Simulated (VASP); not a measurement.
# Mo (P6_3/mmc) in VASP: a series of runs

The runs below take Mo through single point, with PBE.

All numbers are computed with VASP 6.6.1; they aren't measurements. Logs are shortened: lines on timing, memory, paths and dates and some standing lists are left out, and cuts for length are marked.

## 1. The cell of the first run

Symmetry: P6_3/mmc, No. 194, hexagonal system. Conventional cell: a = 2.699 Å, b = 2.699 Å, c = 4.731 Å, α = 90.00°, β = 90.00°, γ = 120.00°. Within 3.6 Å of Mo (site symmetry -6m2) lie 12 Mo at 2.70 to 2.83 Å.

## 2. Single point, PBE

The input, INCAR:

```
SYSTEM = Mo
  ALGO = Normal
  EDIFF = 1E-7
  ENCUT = 520
  GGA = PE
  ISIF = 2
  ISMEAR = 0
  LASPH = .TRUE.
  LCHARG = .FALSE.
  LREAL = .FALSE.
  LWAVE = .FALSE.
  NBANDS = 21
  NELM = 80
  PREC = Accurate
  SIGMA = 0.05
```

The input, KPOINTS:

```
k-points
0
G
  9 9 5
  0 0 0
```

The input, POSCAR:

```
Mo
1.0
    2.6994632468      0.0000000000      0.0000000000
   -1.3497316234      2.3378037483      0.0000000000
    0.0000000000      0.0000000000      4.7311233809
Mo
2
Direct
    0.3333333333      0.6666666667      0.2500000000
    0.6666666667      0.3333333333      0.7500000000
```

Potentials or basis: VASP PAW PBE potentials, release 64 (Mo_sv).

Launch:

```
$ cat potpaw_PBE.64/Mo_sv/POTCAR > POTCAR
$ mpirun -np 1 vasp_std > vasp.out
```

OUTCAR:

```text
SYSTEM = Mo
   EDIFF = 1E-7
   ENCUT = 520
   GGA = PE
   ISIF = 2
   ISMEAR = 0
   LASPH = .TRUE.
   LREAL = .FALSE.
   NELM = 80
   PREC = Accurate

 ion  position               nearest neighbor table
   1  0.333  0.667  0.250-   2 2.83   2 2.83   2 2.83   2 2.83   2 2.83   2 2.83
   2  0.667  0.333  0.750-   1 2.83   1 2.83   1 2.83   1 2.83   1 2.83   1 2.83

  LATTYP: Found a hexagonal cell.
 ALAT       =     2.6994632468
 C/A-ratio  =     1.7526163346

  Lattice vectors:

 A1 = (   2.6994632468,   0.0000000000,   0.0000000000)
 A2 = (  -1.3497316234,   2.3378037483,   0.0000000000)
 A3 = (   0.0000000000,   0.0000000000,   4.7311233809)

Analysis of symmetry for initial positions (statically):
=====================================================================
 Subroutine PRICEL returns:
 Original cell was already a primitive cell.

 Routine SETGRP: Setting up the symmetry group for a
 hexagonal supercell.

 Subroutine GETGRP returns: Found 24 space group operations
 (whereof 12 operations were pure point group operations)
 out of a pool of 24 trial point group operations.

The static configuration has the point symmetry D_3d.
 The point group associated with its full space group is D_6h.

Analysis of symmetry for dynamics (positions and initial velocities):
=====================================================================
 Subroutine PRICEL returns:
 Original cell was already a primitive cell.

 Routine SETGRP: Setting up the symmetry group for a
 hexagonal supercell.

 Subroutine GETGRP returns: Found 24 space group operations
 (whereof 12 operations were pure point group operations)
 out of a pool of 24 trial point group operations.

The dynamic configuration has the point symmetry D_3d.
 The point group associated with its full space group is D_6h.

 Subroutine INISYM returns: Found 24 space group operations
 (whereof 12 operations are pure point group operations),
 and found     1 'primitive' translations

----------------------------------------------------------------------------------------

                                     Primitive cell

  volume of cell :      29.8572

  direct lattice vectors                    reciprocal lattice vectors
     2.699463247  0.000000000  0.000000000     0.370444014  0.213875951  0.000000000
    -1.349731623  2.337803748  0.000000000     0.000000000  0.427751902  0.000000000
     0.000000000  0.000000000  4.731123381     0.000000000  0.000000000  0.211366291
[... 76 lines left out ...]
   ISTART =      0    job   : 0-new  1-cont  2-samecut
   ICHARG =      2    charge: 1-file 2-atom 10-const
   ISPIN  =      1    spin polarized calculation?
   LNONCOLLINEAR =      F non collinear calculations
   LSORBIT =      F    spin-orbit coupling
   LASPH  =      T    aspherical Exc in radial PAW
   ENCUT  =  520.0 eV  38.22 Ry    6.18 a.u.   5.02  5.02  8.80*2*pi/ulx,y,z
   NELM   =     80;   NELMIN=  2; NELMDL= -5     # of ELM steps
   EDIFF  = 0.1E-06   stopping-criterion for ELM
   LREAL  =      F    real-space projection
   EDIFFG = 0.1E-05   stopping-criterion for IOM
   NSW    =      0    number of steps for IOM
   IBRION =     -1    ionic relax: 0-MD 1-quasi-New 2-CG
   NFREE  =      0    steps in history (QN), initial steepest desc. (CG)
   ISIF   =      2    stress and relaxation
   ISYM   =      2    0-nonsym 1-usesym 2-fastsym
   POTIM  = 0.5000    time-step for ionic-motion
   TEBEG  =    0.0;   TEEND  =   0.0 temperature during run
   PSTRESS=    0.0 pullay stress
   NELECT =      28.0000    total number of electrons
   NUPDOWN=      -1.0000    fix difference up-down
   EMIN   =  10.00;   EMAX   =-10.00  energy-range for DOS
   EFERMI =   0.00;   METHOD = LEGACY
   ISMEAR =     0;   SIGMA  =   0.05  broadening in eV -4-tet -1-fermi 0-gaus
   EFERMI_NEDOS =   21; number of points for ismear=-14 and -15
   IALGO  =     38    algorithm
   IMIX   =      4    mixing-type and parameters
     AMIX     =   0.40;   BMIX     =  1.00
     AMIX_MAG =   1.60;   BMIX_MAG =  1.00
  volume/ion in A,a.u.               =      14.93       100.74
  Fermi-wavevector in a.u.,A,eV,Ry     =   1.602425  3.028143 34.936557  2.567764
  Thomas-Fermi vector in A             =   2.699247
   LORBIT       =      0    0 simple, 1 ext, 2 COOP (PROOUT), +10 PAW based schemes
   GGA     = PE    functional components
   LHFCALC =     F    Hartree Fock is set to
   AEXX    =    0.0000 exact exchange contribution
   IVDW    =     0    specifies the selected vdW correction
   LEPSILON=     F    determine dielectric tensor
   LRPA    =     F    only Hartree local field effects (RPA)
 non-spin polarized calculation
 Gauss-broadening in eV      SIGMA  =   0.05
  energy-cutoff  :      520.00
  volume of cell :       29.86
 maximum number of plane-waves:       825
 NGX is ok and might be reduce to    20
   NGX =  9   NGY =  9   NGZ = 17

 number of electron      28.0000003 magnetization

 Free energy of the ion-electron system (eV)
  ---------------------------------------------------
  ext. energy  EPLUGINS =         0.00000000
  ---------------------------------------------------
  free energy    TOTEN  =       -20.87871877 eV

  energy without entropy =      -20.87568466  energy(sigma->0) =      -20.87720172

 E-fermi :  13.0746     XC(G=0): -13.6277

 val. band max:       13.0511086893   @ k =   0.3333  -0.0000   0.4000
 cond. band min:      13.0882351729   @ k =   0.0000   0.0000   0.2000
 fundamental gap:      0.0371264836
 Fermi energy:        13.0746284842

 k-point     1 :       0.0000    0.0000    0.0000
  band No.  band energies     occupation
      1     -47.7976      2.00000
      2     -47.5713      2.00000
      3     -22.5140      2.00000
      4     -21.1262      2.00000
      5     -21.0152      2.00000
      6     -21.0152      2.00000
[... 565 lines left out ...]
     20      22.3691      0.00000
     21      23.1117      0.00000

 [... further k-points ...]
[... 5 lines left out ...]
  --------------------------------------------------------------------------------------
  -------------------------------------------------------------------------------------
  Total        3.8562672      3.8562672      3.8275858      0.0000000      0.0000000      0.0000000
  in kB      206.9321441    206.9321441    205.3930632      0.0000000      0.0000000      0.0000000
  external PRESSURE =     206.4191171 kB  Pullay stress =       0.0000000 kB

 VOLUME and BASIS-vectors are now :
 -----------------------------------------------------------------------------
  energy-cutoff  :      520.00
  volume of cell :       29.86
      direct lattice vectors                 reciprocal lattice vectors
     2.699463247  0.000000000  0.000000000     0.370444014  0.213875951  0.000000000
    -1.349731623  2.337803748  0.000000000     0.000000000  0.427751902  0.000000000
     0.000000000  0.000000000  4.731123381     0.000000000  0.000000000  0.211366291

 POSITION                                       TOTAL-FORCE (eV/Angst)
 -----------------------------------------------------------------------------------
     -0.00000      1.55854      1.18278         0.000000      0.000000      0.000000
      1.34973      0.77927      3.54834        -0.000000     -0.000000      0.000000
 -----------------------------------------------------------------------------------
    total drift:                               -0.000000      0.000000     -0.000000

  FREE ENERGIE OF THE ION-ELECTRON SYSTEM (eV)
  ---------------------------------------------------
  free  energy   TOTEN  =       -20.8787187714 eV

  energy  without entropy=      -20.8756846587  energy(sigma->0) =      -20.87720172
```

Run time: 26 s. Hardware: 1 thread of Intel Xeon 8259CL, shared host; peak memory 0.14 GiB.

What came out:

```yaml
Free_energy: -20.8787 eV
Pressure: 20.6 GPa
Band_gap_on_the_k_mesh: zero (band 14 reaches 14.00 eV, above the bottom of band 15 at 12.40 eV)
```

Stress tensor (GPa, compression positive):
```
20.69  0.00  0.00
 0.00 20.69  0.00
 0.00  0.00 20.54
```

Levels at points of the mesh, in eV from the Fermi level:
```csv
k point,band 12,band 13,band 14,band 15,band 16,band 17
"(0.00, 0.00, 0.00)",-0.82,-0.82,-0.23,-0.23,0.92,1.42
```

## 3. Single point, PBE

This run uses another cell than the first one, of 15.45 Å³/atom, 1.035 times its volume.

The input, INCAR:

```
  ALGO = Normal
  EDIFF = 1E-6
  ENCUT = 520
  GGA = PE
  ISIF = 2
  ISMEAR = 0
  LASPH = True
  LCHARG = False
  LREAL = False
  LWAVE = False
  NBANDS = 21
  NELM = 60
  PREC = Accurate
  SIGMA = 0.05
```

The input, KPOINTS:

```
k-points
0
Gamma
  9 9 5
```

The input, POSCAR:

```
Mo
1.0
    2.7265586793      0.0000000000      0.0000000000
   -1.3632793396      2.3612690812      0.0000000000
    0.0000000000      0.0000000000      4.7982442523
Mo
2
Direct
    0.3333333333      0.6666666667      0.2500000000
    0.6666666667      0.3333333333      0.7500000000
```

Potentials or basis: VASP PAW PBE potentials, release 64 (Mo_sv).

Launch:

```
$ cat potpaw_PBE.64/Mo_sv/POTCAR > POTCAR
$ mpirun -np 1 vasp_std > vasp.out
```

OUTCAR:

```text
EDIFF = 1E-6
   ENCUT = 520
   GGA = PE
   ISIF = 2
   ISMEAR = 0
   LASPH = True
   LREAL = False
   NELM = 60
   PREC = Accurate

 ion  position               nearest neighbor table
   1  0.333  0.667  0.250-   2 2.87   2 2.87   2 2.87   2 2.87   2 2.87   2 2.87
   2  0.667  0.333  0.750-   1 2.87   1 2.87   1 2.87   1 2.87   1 2.87   1 2.87

  LATTYP: Found a hexagonal cell.
 ALAT       =     2.7265586793
 C/A-ratio  =     1.7598169769

  Lattice vectors:

 A1 = (   2.7265586793,   0.0000000000,   0.0000000000)
[... 191 lines left out ...]
      4     -21.7660      2.00000
      5     -21.6389      2.00000
      6     -21.6389      2.00000
[... 565 lines left out ...]
     20      21.5203      0.00000
     21      22.2233      0.00000

 [... further k-points ...]
[... 5 lines left out ...]
  --------------------------------------------------------------------------------------
  -------------------------------------------------------------------------------------
  Total        2.0362910      2.0362910      2.0179545      0.0000000      0.0000000      0.0000000
  in kB      105.6106556    105.6106556    104.6596462      0.0000000      0.0000000      0.0000000
  external PRESSURE =     105.2936525 kB  Pullay stress =       0.0000000 kB

 VOLUME and BASIS-vectors are now :
 -----------------------------------------------------------------------------
  energy-cutoff  :      520.00
  volume of cell :       30.89
      direct lattice vectors                 reciprocal lattice vectors
     2.726558679  0.000000000  0.000000000     0.366762692  0.211750539  0.000000000
    -1.363279340  2.361269081  0.000000000     0.000000000  0.423501077  0.000000000
     0.000000000  0.000000000  4.798244252     0.000000000  0.000000000  0.208409566

 POSITION                                       TOTAL-FORCE (eV/Angst)
 -----------------------------------------------------------------------------------
     -0.00000      1.57418      1.19956         0.000000     -0.000000      0.000000
      1.36328      0.78709      3.59868        -0.000000      0.000000      0.000000
 -----------------------------------------------------------------------------------
    total drift:                               -0.000000      0.000000     -0.000000

  FREE ENERGIE OF THE ION-ELECTRON SYSTEM (eV)
  ---------------------------------------------------
  free  energy   TOTEN  =       -20.9792646785 eV

  energy  without entropy=      -20.9774678699  energy(sigma->0) =      -20.97836627
```

stdout:

```text
POSCAR found type information on POSCAR Mo
 POSCAR found :  1 types and       2 ions
 scaLAPACK will be used
 LDA part: xc-table for (Slater+PW92), standard interpolation
 POSCAR, INCAR and KPOINTS ok, starting setup
 FFT: planning ... GRIDC
 FFT: planning ... GRID_SOFT
 FFT: planning ... GRID
 WAVECAR not read
 entering main loop
```

It took 25 s on 1 thread of Intel Xeon 8259CL, shared host; peak memory 0.15 GiB.

What came out:

```yaml
Free_energy: -20.9793 eV
Pressure: 10.5 GPa
Band_gap_on_the_k_mesh: zero (band 14 reaches 13.39 eV, above the bottom of band 15 at 11.91 eV)
```

## 4. Single point, PBE

This run uses another cell than the first one, of 16.05 Å³/atom, 1.075 times its volume.

The input, INCAR:

```
SYSTEM = Mo
PREC     = Accurate       ! precision mode
ENCUT    = 520            ! plane-wave cutoff, eV
EDIFF    = 1E-6           ! SCF threshold, eV
ISMEAR   = 0              ! smearing method
SIGMA    = 0.05           ! smearing width, eV
LREAL    = .FALSE.        ! projectors in reciprocal space
LASPH    = .TRUE.         ! aspherical terms in the spheres
NELM     = 80             ! most SCF steps
ALGO     = Normal         ! electronic algorithm
ISIF     = 2              ! what is computed and relaxed
LWAVE    = .FALSE.        ! write WAVECAR
LCHARG   = .FALSE.        ! write CHGCAR
GGA      = PE             ! functional
NBANDS   = 21             ! bands
```

The input, KPOINTS:

```
regular mesh
0
G
  9 9 5
  0 0 0
```

The input, POSCAR:

```
Mo
1.0
    2.7597042129      0.0000000000      0.0000000000
   -1.3798521065      2.3899739553      0.0000000000
    0.0000000000      0.0000000000      4.8678365024
Mo
2
Direct
    0.3333333333      0.6666666667      0.2500000000
    0.6666666667      0.3333333333      0.7500000000
```

Potentials or basis: VASP PAW PBE potentials, release 64 (Mo_sv).

Launch:

```
$ cat potpaw_PBE.64/Mo_sv/POTCAR > POTCAR
$ mpirun -np 1 vasp_std > vasp.out
```

OUTCAR:

```text
SYSTEM = Mo
   PREC = Accurate
   ENCUT = 520
   EDIFF = 1E-6
   ISMEAR = 0
   LREAL = .FALSE.
   LASPH = .TRUE.
   NELM = 80
   ISIF = 2
   GGA = PE

 ion  position               nearest neighbor table
   1  0.333  0.667  0.250-   2 2.91   2 2.91   2 2.91   2 2.91   2 2.91   2 2.91
   2  0.667  0.333  0.750-   1 2.91   1 2.91   1 2.91   1 2.91   1 2.91   1 2.91

  LATTYP: Found a hexagonal cell.
 ALAT       =     2.7597042129
 C/A-ratio  =     1.7638979133

  Lattice vectors:

[... 767 lines left out ...]

  FORCE on cell =-STRESS in cart. coord.  units (eV):
  Direction    XX          YY          ZZ          XY          YZ          ZX
  --------------------------------------------------------------------------------------
  -------------------------------------------------------------------------------------
  Total        0.0966866      0.0966866      0.0836514     -0.0000000      0.0000000     -0.0000000
  in kB        4.8248664      4.8248664      4.1743814     -0.0000000      0.0000000     -0.0000000
  external PRESSURE =       4.6080380 kB  Pullay stress =       0.0000000 kB

 VOLUME and BASIS-vectors are now :
 -----------------------------------------------------------------------------
  energy-cutoff  :      520.00
  volume of cell :       32.11
      direct lattice vectors                 reciprocal lattice vectors
     2.759704213  0.000000000  0.000000000     0.362357674  0.209207301  0.000000000
    -1.379852107  2.389973955  0.000000000     0.000000000  0.418414601  0.000000000
     0.000000000  0.000000000  4.867836502     0.000000000  0.000000000  0.205430071

 POSITION                                       TOTAL-FORCE (eV/Angst)
 -----------------------------------------------------------------------------------
     -0.00000      1.59332      1.21696        -0.000000      0.000000      0.000000
      1.37985      0.79666      3.65088         0.000000     -0.000000      0.000000
 -----------------------------------------------------------------------------------
    total drift:                                0.000000     -0.000000      0.000000

  FREE ENERGIE OF THE ION-ELECTRON SYSTEM (eV)
  ---------------------------------------------------
  free  energy   TOTEN  =       -21.0201526854 eV

  energy  without entropy=      -21.0178704312  energy(sigma->0) =      -21.01901156
```

OSZICAR:

```text
N       E                     dE             d eps       ncg     rms          rms(c)
DAV:   1     0.293569912701E+03    0.29357E+03   -0.17966E+04  1520   0.140E+03
DAV:   2    -0.159614665888E+02   -0.30953E+03   -0.30206E+03  1700   0.442E+02
DAV:   3    -0.221708764161E+02   -0.62094E+01   -0.60858E+01  1768   0.635E+01
DAV:   4    -0.222195222574E+02   -0.48646E-01   -0.48499E-01  1617   0.491E+00
DAV:   5    -0.222197839957E+02   -0.26174E-03   -0.26173E-03  1742   0.400E-01    0.190E+01
DAV:   6    -0.211670433124E+02    0.10527E+01   -0.20025E+00  1642   0.123E+01    0.520E+00
DAV:   7    -0.210279930664E+02    0.13905E+00   -0.38505E-01  1747   0.489E+00    0.108E+00
DAV:   8    -0.210200583173E+02    0.79347E-02   -0.83763E-03  1577   0.857E-01    0.247E-01
DAV:   9    -0.210201249016E+02   -0.66584E-04   -0.30293E-04  1878   0.175E-01    0.888E-02
DAV:  10    -0.210201523917E+02   -0.27490E-04   -0.22624E-05  1637   0.449E-02    0.525E-03
DAV:  11    -0.210201526854E+02   -0.29374E-06   -0.16843E-06  1169   0.110E-02
   1 F= -.21020153E+02 E0= -.21019012E+02  d E =-.228225E-02
```

stdout:

```text
POSCAR found type information on POSCAR Mo
 POSCAR found :  1 types and       2 ions
 scaLAPACK will be used
 LDA part: xc-table for (Slater+PW92), standard interpolation
 POSCAR, INCAR and KPOINTS ok, starting setup
 FFT: planning ... GRIDC
 FFT: planning ... GRID_SOFT
 FFT: planning ... GRID
 WAVECAR not read
 entering main loop
```

It took 24 s on 1 thread of Intel Xeon 8259CL, shared host; peak memory 0.16 GiB.

Results:

* Free energy: -21.0202 eV
* Pressure: 0.5 GPa
* Band gap on the k mesh: zero (band 14 reaches 12.71 eV, above the bottom of band 15 at 11.36 eV)

Levels at points of the mesh, in eV from the Fermi level:
```tsv
k point	band 10	band 11	band 12	band 13	band 14	band 15	band 16	band 17	band 18	band 19
(0.00, 0.00, 0.00)	-4.78	-1.70	-0.71	-0.71	-0.20	-0.20	0.62	1.35	1.35	3.31
```

## 5. Single point, PBE

This run uses another cell than the first one, of 15.73 Å³/atom, 1.054 times its volume.

The input, INCAR:

```
PREC = Accurate
ENCUT = 520
EDIFF = 1E-6
ISMEAR = 0
SIGMA = 0.05
LREAL = F
LASPH = T
NELM = 60
ALGO = Normal
ISIF = 2
LWAVE = F
LCHARG = F
GGA = PE
NBANDS = 21
```

The input, KPOINTS:

```
Automatic mesh
0
Gamma
  9 9 5
```

The input, POSCAR:

```
Mo
1.0
    2.7425634620      0.0000000000      0.0000000000
   -1.3712817310      2.3751296296      0.0000000000
    0.0000000000      0.0000000000      4.8305509832
Mo
2
Direct
    0.3333333333      0.6666666667      0.2500000000
    0.6666666667      0.3333333333      0.7500000000
```

Launch:

```
$ cat potpaw_PBE.64/Mo_sv/POTCAR > POTCAR
$ mpirun -np 1 vasp_std > vasp.out
```

It took 26 s on 1 thread of Intel Xeon 8259CL, shared host; peak memory 0.15 GiB.

It converged, with:

* Free energy: -21.0081 eV
* Pressure: 5.5 GPa
* Band gap on the k mesh: zero (band 14 reaches 13.06 eV, above the bottom of band 15 at 11.64 eV)

Levels at points of the mesh, in eV from the Fermi level:
| k point | band 12 | band 13 | band 14 | band 15 | band 16 | band 17 |
| --- | --- | --- | --- | --- | --- | --- |
| (0.00, 0.00, 0.00) | -0.74 | -0.74 | -0.21 | -0.21 | 0.69 | 1.37 |

## 6. Summary

```csv
cell,gap on the mesh (eV),pressure (GPa)
"a = 2.699, b = 2.699, c = 4.731 Å, angles 90.0, 90.0, 120.0°, 2 atoms",none,20.6
"a = 2.727, b = 2.727, c = 4.798 Å, angles 90.0, 90.0, 120.0°, 2 atoms",none,10.5
"a = 2.760, b = 2.760, c = 4.868 Å, angles 90.0, 90.0, 120.0°, 2 atoms",none,0.5
"a = 2.743, b = 2.743, c = 4.831 Å, angles 90.0, 90.0, 120.0°, 2 atoms",none,5.5
```

Alike in all rows: task single point; level PBE; potentials or basis VASP PAW PBE potentials, release 64 (Mo_sv); no spin polarisation; k mesh 9 × 9 × 5; cutoff (eV) 520; smearing gaussian 0.05 eV.

Absolute energies hang on the potentials; compare differences alone.
